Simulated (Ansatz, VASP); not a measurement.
# One calculation of Rb, two programs

INCAR

```
SYSTEM = Rb
  ALGO = Fast
  EDIFF = 1E-6
  ENCUT = 520
  GGA = CA
  ISIF = 2
  ISMEAR = 0
  LASPH = .TRUE.
  LCHARG = .FALSE.
  LREAL = .FALSE.
  LWAVE = .FALSE.
  NBANDS = 10
  NELM = 60
  PREC = Accurate
  SIGMA = 0.15
```

File KPOINTS:

```
k-points
0
G
  14 14 14
  0 0 0
```

File POSCAR:

```
Rb
1.0
   -2.2780259406      2.2780259406      3.5669330178
    2.2780259406     -2.2780259406      3.5669330178
    2.2780259406      2.2780259406     -3.5669330178
Rb
1
Direct
    0.0000000000      0.0000000000      0.0000000000
```

Input for Ansatz:

```yaml
crystal:
  lattice:
    - [-2.2780259406, 2.2780259406, 3.5669330178]
    - [2.2780259406, -2.2780259406, 3.5669330178]
    - [2.2780259406, 2.2780259406, -3.5669330178]
  atoms:
    - { symbol: Rb, position: [0.0, 0.0, 0.0] }
basis:
  ecutwfc: 420
kpoints:
  mp_grid: { grid: [14, 14, 14] }
hamiltonian:
  xc: lda
scf:
  occupations: { method: gaussian, width: 0.15 }
output:
  forces: true
  stress: true
  eigenvalues: true
```

Alike in both runs: task single point; functional LDA; k mesh 14 × 14 × 14; occupations gaussian, width 0.15 eV; no spin polarisation.

|  | VASP | Ansatz |
| --- | --- | --- |
| version | VASP 6.6.1 | Ansatz 0.2.0 |
| potentials or method | VASP PAW LDA potentials, release 64 (Rb_sv), cutoff 520 eV | scalar-relativistic, plane waves, PAW |
| valence electrons in the cell | 9 | 9 |

```csv
,VASP,Ansatz,Ansatz less VASP
gap on the k mesh at the Fermi level (eV),none,none,-
pressure (GPa),0.2,0.2,0.00
"traceless stress, the component that is largest in VASP (GPa)",-0.11,-0.11,0.000
```

LDA's correlation is that of Perdew and Zunger in VASP and of Perdew and Wang (1992) in Ansatz. A gap of «none» marks a metal or a gap that the smearing closes.
